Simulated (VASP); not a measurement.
Runs of VASP 6.6.1 on Si6Sn. The structure is that of space group P6/m (No. 175), or close to it. The cells are those of the table. 

```tsv
task	cell	k mesh	cutoff (eV)	smearing	gap on the mesh (eV)	pressure (GPa)	relaxed volume (Å³/atom)	largest force (eV/Å)
single point	a = 7.323, b = 7.323, c = 2.619 Å, angles 90.0, 90.0, 120.0°, 7 atoms	6 × 6 × 12	520	gaussian 0.1 eV	none	0.0	-	0.01
single point	a = 7.326, b = 7.326, c = 2.582 Å, angles 90.0, 90.0, 120.0°, 7 atoms	3 × 3 × 6	520	gaussian 0.2 eV	none	(b)	-	(a)
relaxation of cell and atoms	relaxed from a = 7.326, b = 7.326, c = 2.582 Å, angles 90.0, 90.0, 120.0°, 7 atoms	6 × 6 × 12	600	gaussian 0.1 eV	-	0.0	17.38	-
relaxation of cell and atoms	relaxed from a = 7.000, b = 7.000, c = 2.650 Å, angles 90.0, 90.0, 120.0°, 7 atoms	3 × 3 × 6	600	gaussian 0.2 eV	-	-0.2	17.27	0.07
```

Alike in all rows: level PBE; potentials or basis VASP PAW PBE potentials, release 64 (Si, Sn_d); no spin polarisation.

**Question.** Estimate the missing entries.

**Answer.** (a) 0.02; (b) 0.4.

Caveats: some runs use coarse meshes; spin-orbit coupling is left out, which moves the levels of the heavy elements; the bands computed are all filled at some k points, so no gap is given (some runs); the relaxation stopped at a loose force limit of 0.08 eV/Å, so its end isn't a converged minimum (some runs).

A k mesh can miss the band edges, and the runs leave out spin-orbit coupling on Sn.

A gap of «none» marks levels without a gap at the run's occupations.
